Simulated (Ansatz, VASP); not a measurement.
# Two plane-wave programs on FePt

```
CELL_PARAMETERS angstrom
3.04426 0.00000 0.00000
0.00000 3.04426 0.00000
0.00000 0.00000 3.04426
ATOMIC_POSITIONS crystal
Fe 0.00000 0.00000 0.00000
Pt 0.50000 0.50000 0.50000
```

Alike in both runs: task single point; functional r2SCAN; k mesh 6 × 6 × 6; occupations gaussian, width 0.1 eV; collinear spin.

```csv
,VASP,Ansatz
version,VASP 6.6.1,Ansatz 0.2.0
potentials or method,"VASP PAW PBE potentials, release 64 (Fe, Pt), cutoff 520 eV","scalar-relativistic, plane waves, PAW"
valence electrons in the cell,18,34
```

```csv
,VASP,Ansatz,Ansatz less VASP
gap on the k mesh at the Fermi level (eV),none,none,-
pressure (GPa),1.7,1.8,+0.13
net moment per atom (μB),1.85,1.86,+0.011
size of the moment on the site where the two differ most (μB),0.34,0.41,+0.067
```

VASP's potentials were made for PBE, not for r2SCAN. Site moments also hang on the region over which each program counts them. A gap of «none» marks a metal or a gap that the smearing closes. VASP's potentials hold 18 valence electrons a cell and Ansatz's 34, so a difference there can come from the potentials and not from the codes. Ansatz's warnings: stability check not made.

Spin-orbit coupling is off throughout.
